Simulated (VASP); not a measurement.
Here is a VASP 6.6.1 calculation.

File INCAR:

```
SYSTEM = ScBiTe3S
  PREC = Accurate
  ENCUT = 520
  EDIFF = 1E-6
  ISMEAR = 0
  SIGMA = 0.1
  LREAL = .FALSE.
  LASPH = .TRUE.
  NELM = 150
  ALGO = Normal
  ISIF = 2
  LWAVE = .FALSE.
  LCHARG = .TRUE.
  ISPIN = 2
  MAGMOM = 1 0 0 0 0 0
  LORBIT = 11
  LMAXMIX = 4
  GGA = PE
  LELF = .TRUE.
  LVHAR = .TRUE.
  NBANDS = 38
```

The input KPOINTS:

```
Automatic mesh
0
G
  4 4 2
  0 0 0
```

The input POSCAR:

```
ScBiTe3S
1.0
    5.2783755728      0.0000000000      0.0000000000
    0.0000000000      5.2783755728      0.0000000000
    0.0000000000      0.0000000000     10.2095295983
Sc Bi Te S
1 1 3 1
Direct
    0.0000000000      0.0000000000      0.3533850934
    0.5000000000      0.5000000000      0.2493662786
    0.5000000000      0.0000000000      0.4736356664
    0.0000000000      0.5000000000      0.4736356664
    0.5000000000      0.5000000000      0.9827257298
    0.5000000000      0.5000000000      0.5542440454
```

Potentials or basis: VASP PAW PBE potentials, release 64 (Sc_sv, Bi_d, Te, S).

The run is started by

```bash
$ cat potpaw_PBE.64/Sc_sv/POTCAR potpaw_PBE.64/Bi_d/POTCAR potpaw_PBE.64/Te/POTCAR potpaw_PBE.64/S/POTCAR > POTCAR
$ mpirun -np 1 vasp_std > vasp.out
```

Task: Estimate the band gap on the k mesh.

Result: Zero (filled and empty bands overlap).

Task: Estimate the largest force.

Result: 0.043 eV/Å.

Task: Estimate the pressure.

Result: 0.0 GPa.

Stress tensor (GPa, compression positive):
```
0.00 0.00 0.00
0.00 0.00 0.00
0.00 0.00 0.10
```

Caveat: spin-orbit coupling is left out, which moves the levels of the heavy elements; this functional lacks dispersion, which binds the layers, so the pressure and a relaxed spacing across them are unreliable.
